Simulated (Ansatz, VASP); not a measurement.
# MgO: VASP beside Ansatz

```
Mg O
1.0
     0.00000    2.10600    2.10600
     2.10600    0.00000    2.10600
     2.10600    2.10600    0.00000
Mg O
1 1
Direct
  0.00000 0.00000 0.00000
  0.50000 0.50000 0.50000
```

Alike in both runs: task single point; functional PBEsol; k mesh 8 × 8 × 8; occupations fermi-dirac, width 0.001 eV; no spin polarisation.

|  | VASP | Ansatz |
| --- | --- | --- |
| version | VASP 6.6.1 | Ansatz 0.2.0 |
| potentials or method | VASP PAW PBE potentials, release 64 (Mg, O), cutoff 600 eV | PAW, plane waves, scalar-relativistic |
| valence electrons in the cell | 8 | 16 |

|  | VASP | Ansatz | Ansatz less VASP |
| --- | --- | --- | --- |
| gap on the k mesh at the Fermi level (eV) | 4.64 | 4.63 | -0.002 |
| pressure (GPa) | -0.5 | 0.2 | +0.71 |

VASP's potentials were made for PBE, not for PBEsol. VASP's potentials hold 8 valence electrons a cell and Ansatz's 16, so a difference there can come from the potentials and not from the codes.
